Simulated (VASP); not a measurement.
Runs of VASP 6.6.1 on Co. The structure is that of space group Fm-3m (No. 225), or close to it. The cells are those of the table. This isn't the form of Co at room conditions, which is hcp.

```tsv
spin	cell	k mesh	smearing	gap on the mesh (eV)	pressure (GPa)	moment (μB)
collinear, ferromagnetic start	a = 2.420 Å, angles 60.0°, 1 atom	17 × 17 × 17	fermi-dirac 0.05 eV	none	8.0	1.56
off	a = 2.378 Å, angles 60.0°, 1 atom	18 × 18 × 18	fermi-dirac 0.1 eV	none	(b)	-
collinear, ferromagnetic start	a = 2.453 Å, angles 60.0°, 1 atom	15 × 15 × 15	fermi-dirac 0.05 eV	none	(a)	1.63
collinear, ferromagnetic start	a = 2.453 Å, angles 60.0°, 1 atom	17 × 17 × 17	fermi-dirac 0.05 eV	none	-1.2	1.64
collinear, ferromagnetic start	a = 2.386 Å, angles 60.0°, 1 atom	17 × 17 × 17	fermi-dirac 0.05 eV	none	(c)	1.50
```

Alike in all rows: task single point; level PBEsol; potentials or basis VASP PAW PBE potentials, release 64 (Co_sv); cutoff (eV) 690.

Q: Estimate the missing entries.

A: (a) -1.7; (b) 11.4; (c) 20.9.

Caveats: the PAW data sets were made with another functional, which shifts forces and pressure a little; the cell stands under pressure (at least some runs).

A gap of «none» marks levels without a gap at the run's occupations.
